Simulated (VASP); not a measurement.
Input of a VASP 6.6.1 run:

The input INCAR:

```
  PREC = Accurate
  ENCUT = 520
  EDIFF = 1E-6
  ISMEAR = 0
  SIGMA = 0.022
  LREAL = False
  LASPH = True
  NELM = 60
  ALGO = Normal
  ISIF = 2
  LWAVE = False
  LCHARG = True
  GGA = PE
  LELF = True
  LVHAR = True
  NBANDS = 18
```

Contents of KPOINTS:

```
regular mesh
0
Gamma
  10 10 10
```

The input POSCAR:

```
TiAl3
1.0
   -1.9111067713      1.9111067713      4.2806687947
    1.9111067713     -1.9111067713      4.2806687947
    1.9111067713      1.9111067713     -4.2806687947
Ti Al
1 3
Direct
    0.0000000000      0.0000000000      0.0000000000
    0.2500000000      0.7500000000      0.5000000000
    0.7500000000      0.2500000000      0.5000000000
    0.5000000000      0.5000000000      0.0000000000
```

Potentials or basis: VASP PAW PBE potentials, release 64 (Ti_sv, Al).

Command:

```sh
$ cat potpaw_PBE.64/Ti_sv/POTCAR potpaw_PBE.64/Al/POTCAR > POTCAR
$ mpirun -np 1 vasp_std > vasp.out
```

Task: Estimate the pressure.

Result: 2.0 GPa.

Task: What does it give for the band gap on the k mesh?

Result: Zero (an odd number of electrons rules out a gap without spin polarisation).

Stress tensor (GPa, compression positive):
```
2.08 0.00 0.00
0.00 2.08 0.00
0.00 0.00 1.82
```
